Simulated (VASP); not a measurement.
A run of VASP 6.6.1:

The input INCAR:

```
SYSTEM = BN
ALGO = Normal ; EDIFF = 1E-8
ENCUT = 520 ; GGA = PS
IBRION = 8 ; ISIF = 2
ISMEAR = 0 ; LASPH = .TRUE.
LCHARG = .FALSE. ; LEPSILON = .TRUE.
LREAL = .FALSE. ; LWAVE = .FALSE.
NELM = 100 ; NSW = 1
PREC = Accurate ; SIGMA = 0.01
```

File KPOINTS:

```
k-points
0
G
  12 12 12
  0 0 0
```

The input POSCAR:

```
BN
1.0
    1.2328038090      0.7117596110      2.5680210378
   -1.2328038090      0.7117596110      2.5680210378
    0.0000000000     -1.4235192219      2.5680210378
B N
1 1
Direct
    1.0027528944      1.0027528944      1.0027528944
    0.3296801056      0.3296801056      0.3296801056
```

Potentials or basis: VASP PAW PBE potentials, release 64 (B, N).

Launch:

```bash
$ cat potpaw_PBE.64/B/POTCAR potpaw_PBE.64/N/POTCAR > POTCAR
$ mpirun -np 1 vasp_std > vasp.out
```

Hardware: 1 thread of Intel Xeon 8259CL, with other jobs on the host.

Q: How long does it take, and how much memory?

A: Wall time 11 min on 1 thread of Intel Xeon 8259CL, on a shared host, peak memory 0.37 GiB. Counts: scf iterations 124, k points 189.
